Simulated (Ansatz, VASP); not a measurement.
## BN in VASP and in Ansatz

```xyz
2
Lattice="2.5088 0.0000 0.0000 -1.2544 2.2813 0.0000 0.0000 0.0000 26.0000" Properties=species:S:1:pos:R:3 pbc="T T T"
B     0.0000   -0.0043   13.0000
N     1.2544    0.7647   13.0000
```

Change from the starting cell: strain along y +0.050, atoms relaxed.

Alike in both runs: functional PBE; dispersion D3(BJ); k mesh 12 × 12 × 1; occupations gaussian, width 0.02 eV; no spin polarisation.

Ansatz relaxed the structure, and its values are those at the end. VASP's run is a single point on that final structure, the one shown.

|  | VASP | Ansatz |
| --- | --- | --- |
| version | VASP 6.6.1 | Ansatz 0.2.0 |
| potentials or method | VASP PAW PBE potentials, release 64 (B, N), cutoff 520 eV | scalar-relativistic, plane waves, PAW |
| valence electrons in the cell | 8 | 8 |

|  | VASP | Ansatz | Ansatz less VASP |
| --- | --- | --- | --- |
| gap on the k mesh at the Fermi level (eV) | 4.50 | 4.50 | +0.005 |
| least direct gap on the mesh (eV) | 4.50 | 4.50 | +0.002 |

Ansatz's warnings: stress scf threshold loose.
